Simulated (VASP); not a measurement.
# FeO: single point with PBE

The system is FeO.

```
CELL_PARAMETERS angstrom
0.00000 1.98297 2.15540
1.98297 0.00000 2.15540
1.98297 1.98297 0.00000
ATOMIC_POSITIONS crystal
Fe 0.00000 0.00000 0.00000
O 0.50000 0.50000 0.50000
```

This cell differs from its parent crystal: strain -0.080 along x and y, +0.000 along z.

```
Program             : VASP 6.6.1
Task                : single point
Functional          : PBE
Potentials or basis : VASP PAW PBE potentials, release 64 (Fe, O)
Cutoff              : 600 eV
k mesh              : 20 × 20 × 20
Occupations         : gaussian, width 0.15 eV
Spin                : collinear spin, ferromagnetic start
Starting moments    : [3.79, 0.35] μB
```

* Pressure: 41.6 GPa
* Net moment: 3.64 μB per cell
* Site moments: Fe +3.32; O +0.26 μB
* Valence electrons inside the program's atomic spheres: Fe 7.12; O 5.08

Stress tensor (GPa, compression positive):
```
47.28  0.00  0.00
 0.00 47.28  0.00
 0.00  0.00 30.17
```

Levels at points of the mesh, in eV from the Fermi level:
Spin up:
| k point | band 6 | band 7 | band 8 | band 9 | band 10 | band 11 | band 12 | band 13 |
| --- | --- | --- | --- | --- | --- | --- | --- | --- |
| (0.00, 0.00, 0.00) | -3.83 | -3.77 | -3.77 | -3.47 | 1.29 | 16.14 | 18.63 | 18.63 |
| (0.50, 0.00, 0.00) | -2.75 | -2.13 | -0.12 | 0.78 | 4.49 | 10.20 | 13.03 | 14.98 |
| (0.50, 0.50, 0.00) | -3.09 | -2.42 | -2.42 | -2.31 | 6.87 | 9.13 | 12.60 | 17.46 |
| (0.50, 0.00, 0.50) | -3.07 | -2.55 | -2.37 | -2.04 | 6.76 | 10.18 | 11.47 | 15.69 |
Spin down:
```
           k point  band 1  band 2  band 3  band 4  band 5  band 6  band 7  band 8  band 9  band 10
(0.00, 0.00, 0.00)  -21.86   -4.15   -4.15   -3.88   -1.50   -0.92   -0.92   -0.45    0.03     2.25
(0.50, 0.00, 0.00)  -20.20   -9.59   -6.56   -6.37    0.30    0.51    0.71    2.89    3.67     4.95
(0.50, 0.50, 0.00)  -20.47   -8.36   -5.20   -5.20   -2.94    0.52    0.81    0.81    1.45     8.13
(0.50, 0.00, 0.50)  -20.26   -8.14   -5.80   -5.17   -2.92    0.65    0.70    0.98    1.56     8.03
```

Wall time 5.6 min on 1 thread of Oxide Virtual Turin-like Processor, with other jobs on the host, peak memory 0.42 GiB.

Caveat: the cell differs from its parent crystal (strain -0.080 along x and y, +0.000 along z); the stress differs along the axes, from 30 to 47 GPa; a cell with one magnetic atom can't hold antiferromagnetic order, which such compounds often take; semilocal functionals often make such compounds metallic where correlation or magnetic order opens a gap, which also shifts bond lengths.
